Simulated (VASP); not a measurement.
Co:

```
Co
1.0
    -1.40232    1.40232    1.40232
     1.40232   -1.40232    1.40232
     1.40232    1.40232   -1.40232
Co
1
Direct
  0.00000 0.00000 0.00000
```

This isn't the form of Co at room conditions, which is hcp.

* Program: VASP 6.6.1
* Task: relaxation of cell and atoms
* Functional: PBEsol
* Potentials or basis: VASP PAW PBE potentials, release 64 (Co)
* Cutoff: 600 eV
* k mesh: 8 × 8 × 8
* Occupations: gaussian, width 0.1 eV
* Spin: collinear spin, ferromagnetic start
* Starting moments: [2.05] μB

At the start: pressure -8.8 GPa; volume 11.03 Å³/atom.

Question: Where does the relaxation end?

Answer: Over 3 steps the energy falls by 12.5 meV/atom and the volume is 10.60 Å³/atom (-3.9 %); space group Im-3m (No. 229, to 0.1 Å) before and after; moment 1.81 μB per cell.

The path:
```
step  energy change (eV)  largest force (eV/Å)  pressure (GPa)  volume (Å³)
   1              0.0000                0.0000           -8.84        11.03
   2              0.0077                0.0000           13.41        10.09
   3             -0.0125                0.0000           -0.07        10.60
```

Final structure:
```
Co
1.0
    -1.38381    1.38381    1.38381
     1.38381   -1.38381    1.38381
     1.38381    1.38381   -1.38381
Co
1
Direct
  0.00000 0.00000 0.00000
```

Caveat: the k points lie up to 0.40 Å⁻¹ apart in the final cell; the PAW data sets were made with another functional, which shifts forces and pressure a little.
